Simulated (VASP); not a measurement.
Set up this calculation in VASP 6.6.1, as the native input.

| Property | Result |
| --- | --- |
| Task | single point |
| Functional | PBE |
| Potentials or basis | VASP PAW PBE potentials, release 64 (B, P) |
| Cutoff | 520 eV |
| k mesh | 10 × 10 × 10 |
| Occupations | gaussian, width 0.05 eV |
| Spin | no spin polarisation |
| Dipole correction | no |
| Further INCAR settings | ALGO = Normal; EDIFF = 1e-06; NBANDS = 11 |

The structure of BP lies in POSCAR:

```
BP
1.0
    0.0000000000      2.2741518671      2.2741518671
    2.2741518671      0.0000000000      2.2741518671
    2.2741518671      2.2741518671      0.0000000000
B P
1 1
Direct
    0.0000000000      0.0000000000      0.0000000000
    0.7500000000      0.7500000000      0.7500000000
```

These files were run (other wordings do the same):

INCAR

```
SYSTEM = BP
  PREC = Accurate
  ENCUT = 520
  EDIFF = 1E-6
  ISMEAR = 0
  SIGMA = 0.05
  LREAL = .False.
  LASPH = .True.
  NELM = 60
  ALGO = Normal
  ISIF = 2
  LWAVE = .False.
  LCHARG = .False.
  GGA = PE
  NBANDS = 11
```

KPOINTS

```
Automatic mesh
0
Gamma
  10 10 10
  0 0 0
```

Potentials or basis: VASP PAW PBE potentials, release 64 (B, P).

The run is started by

```bash
$ cat potpaw_PBE.64/B/POTCAR potpaw_PBE.64/P/POTCAR > POTCAR
$ mpirun -np 1 vasp_std > vasp.out
```

Results of the run:

* Pressure: -0.2 GPa
* Band gap on the k mesh: 1.25 eV, indirect (least direct gap 3.39 eV)

Run time: 6.4 s on 1 thread of Intel(R) Xeon(R) 6975P-C (Granite Rapids) (shared host), peak memory 0.13 GiB.
